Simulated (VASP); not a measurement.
# SiC (P6_3mc) in VASP: notebook

The runs below take SiC through single point, relaxation of cell and atoms, with PBEsol.

All numbers are computed with VASP 6.6.1; they aren't measurements. Logs are shortened: lines on timing, memory, paths and dates and some standing lists are left out, and cuts for length are marked.

### 1 The cell of the first run

Symmetry: P6_3mc, No. 186, hexagonal system. Conventional cell: a = 3.079 Å, b = 3.079 Å, c = 15.108 Å, α = 90.00°, β = 90.00°, γ = 120.00°. Within 2.5 Å of Si (site symmetry 3m) lie 4 C at 1.88 to 1.89 Å. Si (site symmetry 3m) has 4 C at 1.88 to 1.89 Å within 2.5 Å. Si (site symmetry 3m) has 4 C at 1.89 Å within 2.5 Å. Within 2.5 Å of C (site symmetry 3m) lie 4 Si at 1.88 to 1.89 Å. C (site symmetry 3m) has 4 Si at 1.88 to 1.89 Å within 2.5 Å. C (site symmetry 3m) has 4 Si at 1.89 Å within 2.5 Å.

### 2 Single point, PBEsol

INCAR

```
ALGO     = Normal         # electronic algorithm
EDIFF    = 1E-6           # SCF threshold, eV
ENCUT    = 520            # plane-wave cutoff, eV
GGA      = PS             # functional
ISIF     = 2              # what is computed and relaxed
ISMEAR   = -1             # smearing method
LASPH    = True           # aspherical terms in the spheres
LCHARG   = False          # write CHGCAR
LREAL    = False          # projectors in reciprocal space
LWAVE    = False          # write WAVECAR
NBANDS   = 36             # bands
NELM     = 60             # most SCF steps
PREC     = Accurate       # precision mode
SIGMA    = 0.03           # smearing width, eV
```

KPOINTS

```
k-points
0
Gamma
  9 9 2
```

POSCAR

```
SiC
1.0
    3.0787763097      0.0000000000      0.0000000000
   -1.5393881549      2.6662984968      0.0000000000
    0.0000000000      0.0000000000     15.1078554842
Si C
6 6
Direct
    0.3333333333      0.6666666667      0.8329966730
    0.6666666667      0.3333333333      0.3329966730
    0.6666666667      0.3333333333      0.6665033464
    0.3333333333      0.6666666667      0.1665033464
    0.0000000000      0.0000000000      0.4997165653
    0.0000000000      0.0000000000      0.9997165653
    0.0000000000      0.0000000000      0.8743692102
    0.0000000000      0.0000000000      0.3743692102
    0.3333333333      0.6666666667      0.7080042874
    0.6666666667      0.3333333333      0.2080042874
    0.6666666667      0.3333333333      0.5415109177
    0.3333333333      0.6666666667      0.0415109177
```

Potentials or basis: VASP PAW PBE potentials, release 64 (Si, C).

The run is started by

```bash
$ cat potpaw_PBE.64/Si/POTCAR potpaw_PBE.64/C/POTCAR > POTCAR
$ mpirun -np 1 vasp_std > vasp.out
```

OUTCAR:

```text
EDIFF = 1E-6
   ENCUT = 520
   GGA = PS
   ISIF = 2
   ISMEAR = -1
   LASPH = True
   LREAL = False
   NELM = 60
   PREC = Accurate

 ion  position               nearest neighbor table
   1  0.333  0.667  0.833-   7 1.88   7 1.88   7 1.88   9 1.89   3 3.08   3 3.08   3 3.08   6 3.08
                             6 3.08   6 3.08
   2  0.667  0.333  0.333-   8 1.88   8 1.88   8 1.88  10 1.89   4 3.08   4 3.08   4 3.08   5 3.08
                             5 3.08   5 3.08
   3  0.667  0.333  0.667-   9 1.88   9 1.88   9 1.88  11 1.89   1 3.08   1 3.08   1 3.08   5 3.08
                             5 3.08   5 3.08
   4  0.333  0.667  0.167-  10 1.88  10 1.88  10 1.88  12 1.89   2 3.08   2 3.08   2 3.08   6 3.08
                             6 3.08   6 3.08
   5  0.000  0.000  0.500-  11 1.89  11 1.89  11 1.89   8 1.89   2 3.08   2 3.08   2 3.08   3 3.08
                             3 3.08   3 3.08
   6  0.000  0.000  1.000-  12 1.89  12 1.89  12 1.89   7 1.89   1 3.08   1 3.08   1 3.08   4 3.08
                             4 3.08   4 3.08
   7  0.000  0.000  0.874-   1 1.88   1 1.88   1 1.88   6 1.89
   8  0.000  0.000  0.374-   2 1.88   2 1.88   2 1.88   5 1.89
   9  0.333  0.667  0.708-   3 1.88   3 1.88   3 1.88   1 1.89
  10  0.667  0.333  0.208-   4 1.88   4 1.88   4 1.88   2 1.89
  11  0.667  0.333  0.542-   5 1.89   5 1.89   5 1.89   3 1.89
  12  0.333  0.667  0.042-   6 1.89   6 1.89   6 1.89   4 1.89

  LATTYP: Found a hexagonal cell.
 ALAT       =     3.0787763097
 C/A-ratio  =     4.9070974843

  Lattice vectors:

 A1 = (   3.0787763097,   0.0000000000,   0.0000000000)
 A2 = (  -1.5393881549,   2.6662984968,   0.0000000000)
 A3 = (   0.0000000000,   0.0000000000,  15.1078554842)

Analysis of symmetry for initial positions (statically):
=====================================================================
 Subroutine PRICEL returns:
 Original cell was already a primitive cell.

 Routine SETGRP: Setting up the symmetry group for a
 hexagonal supercell.

 Subroutine GETGRP returns: Found 12 space group operations
 (whereof  6 operations were pure point group operations)
 out of a pool of 24 trial point group operations.

The static configuration has the point symmetry C_3v.
 The point group associated with its full space group is C_6v.

Analysis of symmetry for dynamics (positions and initial velocities):
=====================================================================
 Subroutine PRICEL returns:
 Original cell was already a primitive cell.

 Routine SETGRP: Setting up the symmetry group for a
 hexagonal supercell.
[... 137 lines left out ...]
   NUPDOWN=      -1.0000    fix difference up-down
   EMIN   =  10.00;   EMAX   =-10.00  energy-range for DOS
   EFERMI =   0.00;   METHOD = LEGACY
   ISMEAR =    -1;   SIGMA  =   0.03  broadening in eV -4-tet -1-fermi 0-gaus
   EFERMI_NEDOS =   21; number of points for ismear=-14 and -15
   IALGO  =     38    algorithm
   IMIX   =      4    mixing-type and parameters
     AMIX     =   0.40;   BMIX     =  1.00
     AMIX_MAG =   1.60;   BMIX_MAG =  1.00
  volume/ion in A,a.u.               =      10.33        69.74
  Fermi-wavevector in a.u.,A,eV,Ry     =   1.193050  2.254538 19.366104  1.423368
  Thomas-Fermi vector in A             =   2.329074
   LORBIT       =      0    0 simple, 1 ext, 2 COOP (PROOUT), +10 PAW based schemes
   GGA     = PS    functional components
   LHFCALC =     F    Hartree Fock is set to
   AEXX    =    0.0000 exact exchange contribution
   IVDW    =     0    specifies the selected vdW correction
   LEPSILON=     F    determine dielectric tensor
   LRPA    =     F    only Hartree local field effects (RPA)
 non-spin polarized calculation
  energy-cutoff  :      520.00
  volume of cell :      124.02
 maximum number of plane-waves:      3359
 NGX is ok and might be reduce to    24
   NGX = 11   NGY = 11   NGZ = 57

 number of electron      47.9999998 magnetization

 Free energy of the ion-electron system (eV)
  ---------------------------------------------------
  ext. energy  EPLUGINS =         0.00000000
  ---------------------------------------------------
  free energy    TOTEN  =       -95.50377665 eV

  energy without entropy =      -95.50377665  energy(sigma->0) =      -95.50377665

 E-fermi :   8.7911     XC(G=0): -11.5077

 val. band max:        8.1142794120   @ k =   0.0000   0.0000   0.0000
 cond. band min:      10.1108895616   @ k =   0.4444   0.0000   0.0000
 fundamental gap:      1.9966101496
 Fermi energy:         8.7911011036

 k-point     1 :       0.0000    0.0000    0.0000
  band No.  band energies     occupation
      1      -7.3713      2.00000
      2      -6.8469      2.00000
      3      -6.8116      2.00000
      4      -5.3058      2.00000
      5      -5.2778      2.00000
      6      -3.7638      2.00000
[... 925 lines left out ...]
     35      17.3415      0.00000
     36      17.3416      0.00000

------------------------ aborting loop because EDIFF is reached ----------------------------------------

  FORCE on cell =-STRESS in cart. coord.  units (eV):
  Direction    XX          YY          ZZ          XY          YZ          ZX
  --------------------------------------------------------------------------------------
  -------------------------------------------------------------------------------------
  Total        0.2894908      0.2894908      0.2402861     -0.0000000     -0.0000000      0.0000000
  in kB        3.7398624      3.7398624      3.1041988     -0.0000000     -0.0000000      0.0000000
  external PRESSURE =       3.5279745 kB  Pullay stress =       0.0000000 kB

 VOLUME and BASIS-vectors are now :
 -----------------------------------------------------------------------------
  energy-cutoff  :      520.00
  volume of cell :      124.02
      direct lattice vectors                 reciprocal lattice vectors
     3.078776310  0.000000000  0.000000000     0.324804370  0.187525891  0.000000000
    -1.539388155  2.666298497  0.000000000     0.000000000  0.375051781  0.000000000
     0.000000000  0.000000000 15.107855484     0.000000000  0.000000000  0.066190731

 POSITION                                       TOTAL-FORCE (eV/Angst)
 -----------------------------------------------------------------------------------
     -0.00000      1.77753     12.58479         0.000000      0.000000     -0.001334
      1.53939      0.88877      5.03087         0.000000      0.000000     -0.001334
      1.53939      0.88877     10.06944        -0.000000     -0.000000     -0.000814
     -0.00000      1.77753      2.51551         0.000000      0.000000     -0.000814
      0.00000      0.00000      7.54965        -0.000000      0.000000      0.000453
      0.00000      0.00000     15.10357         0.000000     -0.000000      0.000453
      0.00000      0.00000     13.20984         0.000000     -0.000000      0.001257
      0.00000      0.00000      5.65592         0.000000      0.000000      0.001257
     -0.00000      1.77753     10.69643         0.000000      0.000000      0.000229
      1.53939      0.88877      3.14250        -0.000000      0.000000      0.000229
      1.53939      0.88877      8.18107        -0.000000      0.000000      0.000208
     -0.00000      1.77753      0.62714        -0.000000     -0.000000      0.000208
 -----------------------------------------------------------------------------------
    total drift:                               -0.000000     -0.000000      0.000503

  FREE ENERGIE OF THE ION-ELECTRON SYSTEM (eV)
  ---------------------------------------------------
  free  energy   TOTEN  =       -95.5037766492 eV

  energy  without entropy=      -95.5037766492  energy(sigma->0) =      -95.50377665
```

OSZICAR:

```text
N       E                     dE             d eps       ncg     rms          rms(c)
DAV:   1     0.118690067343E+03    0.11869E+03   -0.21695E+04  1728   0.119E+03
DAV:   2    -0.946204173676E+02   -0.21331E+03   -0.19978E+03  2264   0.212E+02
DAV:   3    -0.106130166214E+03   -0.11510E+02   -0.11432E+02  2272   0.463E+01
DAV:   4    -0.106298065622E+03   -0.16790E+00   -0.16758E+00  2208   0.640E+00
DAV:   5    -0.106301489456E+03   -0.34238E-02   -0.34222E-02  2188   0.873E-01    0.214E+01
DAV:   6    -0.959429652519E+02    0.10359E+02   -0.29650E+01  2120   0.200E+01    0.977E+00
DAV:   7    -0.955888158925E+02    0.35415E+00   -0.30379E+00  2312   0.662E+00    0.397E+00
DAV:   8    -0.955136843715E+02    0.75132E-01   -0.20906E-01  2076   0.180E+00    0.118E+00
DAV:   9    -0.955034305217E+02    0.10254E-01   -0.26135E-02  2168   0.707E-01    0.169E-01
DAV:  10    -0.955037533003E+02   -0.32278E-03   -0.15443E-03  2096   0.177E-01    0.856E-02
DAV:  11    -0.955037776073E+02   -0.24307E-04   -0.11267E-04  2184   0.593E-02    0.145E-02
DAV:  12    -0.955037766492E+02    0.95806E-06   -0.76278E-06  2132   0.127E-02
   1 F= -.95503777E+02 E0= -.95503777E+02  d E =-.394270E-11
```

Wall time 2.2 min (1 thread of AMD EPYC 7R13, shared host); peak memory 0.25 GiB.

Results:

| Property | Result |
| --- | --- |
| Free energy | -95.5038 eV |
| Pressure | 0.4 GPa |
| Band gap on the k mesh | 2.00 eV (least direct gap 3.07 eV) |

Caveat: the PAW data sets were made with another functional, which shifts forces and pressure a little; an odd mesh through Γ misses points on the zone boundary, where band edges can lie.

### 3 Relaxation of cell and atoms, PBEsol

This run uses another cell than the first one, of 10.31 Å³/atom.

INCAR

```
PREC     = Accurate       # precision mode
ENCUT    = 600            # plane-wave cutoff, eV
EDIFF    = 1E-6           # SCF threshold, eV
ISMEAR   = -1             # smearing method
SIGMA    = 0.03           # smearing width, eV
LREAL    = False          # projectors in reciprocal space
LASPH    = True           # aspherical terms in the spheres
NELM     = 80             # most SCF steps
ALGO     = Normal         # electronic algorithm
ISIF     = 3              # what is computed and relaxed
LWAVE    = False          # write WAVECAR
LCHARG   = False          # write CHGCAR
GGA      = PS             # functional
IBRION   = 2              # ionic algorithm
NSW      = 100            # ionic steps
EDIFFG   = -0.01          # ionic threshold
```

KPOINTS

```
regular mesh
0
Gamma
  9 9 2
```

POSCAR

```
SiC
1.0
    3.0766210102      0.0000000000      0.0000000000
   -1.5383105051      2.6644319527      0.0000000000
    0.0000000000      0.0000000000     15.0980843200
Si C
6 6
Direct
    0.3333333300      0.6666666700      0.8329861500
    0.6666666700      0.3333333300      0.3329861500
    0.6666666700      0.3333333300      0.6665006000
    0.3333333300      0.6666666700      0.1665006000
    0.0000000000      0.0000000000      0.4997294200
    0.0000000000      0.0000000000      0.9997294200
    0.0000000000      0.0000000000      0.8743664100
    0.0000000000      0.0000000000      0.3743664100
    0.3333333300      0.6666666700      0.7079967800
    0.6666666700      0.3333333300      0.2079967800
    0.6666666700      0.3333333300      0.5415216400
    0.3333333300      0.6666666700      0.0415216400
```

Potentials or basis: VASP PAW PBE potentials, release 64 (Si, C).

The run is started by

```bash
$ cat potpaw_PBE.64/Si/POTCAR potpaw_PBE.64/C/POTCAR > POTCAR
$ mpirun -np 1 vasp_std > vasp.out
```

Run time: 5.9 min. Hardware: 1 thread of AMD EPYC 7R13, shared host; peak memory 0.31 GiB.

The run converged. Its results:

```
Free energy                           : -95.5104 eV
Relaxed volume                        : 10.34 Å³/atom
Relaxed cell                          : a = 3.080 Å, b = 3.080 Å, c = 15.112 Å, α = 90.00°, β = 90.00°, γ = 120.00°
Space group after relaxing (to 0.1 Å) : P6_3mc (No. 186)
Energy gained by relaxing             : 0.1 meV/atom
Ionic steps                           : 3
Pressure after relaxing               : 0.0 GPa
Largest force after relaxing          : 0.003 eV/Å
Band gap on the k mesh                : 2.00 eV (least direct gap 3.07 eV)
```

Forces in eV/Å, atoms in the order of the input:
```
Si   0.000  0.000  0.003
Si   0.000  0.000  0.003
Si   0.000  0.000  0.001
Si   0.000  0.000  0.001
Si   0.000  0.000  0.001
Si   0.000  0.000  0.001
C    0.000  0.000 -0.002
C    0.000  0.000 -0.002
C    0.000  0.000  0.000
C    0.000  0.000  0.000
C    0.000  0.000 -0.003
C    0.000  0.000 -0.003
```

The path:
| step | energy change (eV) | largest force (eV/Å) | pressure (GPa) | volume (Å³) |
| --- | --- | --- | --- | --- |
| 1 | 0.0000 | 0.0057 | 0.68 | 123.77 |
| 2 | 0.0002 | 0.0084 | -0.72 | 124.55 |
| 3 | -0.0008 | 0.0031 | 0.00 | 124.14 |

Final structure:
```
Si C
1.0
     3.07986    0.00000    0.00000
    -1.53993    2.66724    0.00000
     0.00000    0.00000   15.11180
Si C
6 6
Direct
  0.33333 0.66667 0.83299
  0.66667 0.33333 0.33299
  0.66667 0.33333 0.66650
  0.33333 0.66667 0.16650
  0.00000 0.00000 0.49972
  0.00000 0.00000 0.99972
  0.00000 0.00000 0.87437
  0.00000 0.00000 0.37437
  0.33333 0.66667 0.70800
  0.66667 0.33333 0.20800
  0.66667 0.33333 0.54152
  0.33333 0.66667 0.04152
```

Levels at points of the mesh, in eV from the valence-band top:
```
           k point  band 20  band 21  band 22  band 23  band 24  band 25  band 26  band 27  band 28  band 29
(0.00, 0.00, 0.00)    -0.30    -0.30    -0.04     0.00     0.00     5.12     5.29     5.70     6.21     6.25
(0.00, 0.00, 0.50)    -0.64    -0.10    -0.10    -0.10    -0.10     5.18     5.18     5.93     5.93     6.60
```

Caveat: the PAW data sets were made with another functional, which shifts forces and pressure a little; an odd mesh through Γ misses points on the zone boundary, where band edges can lie.
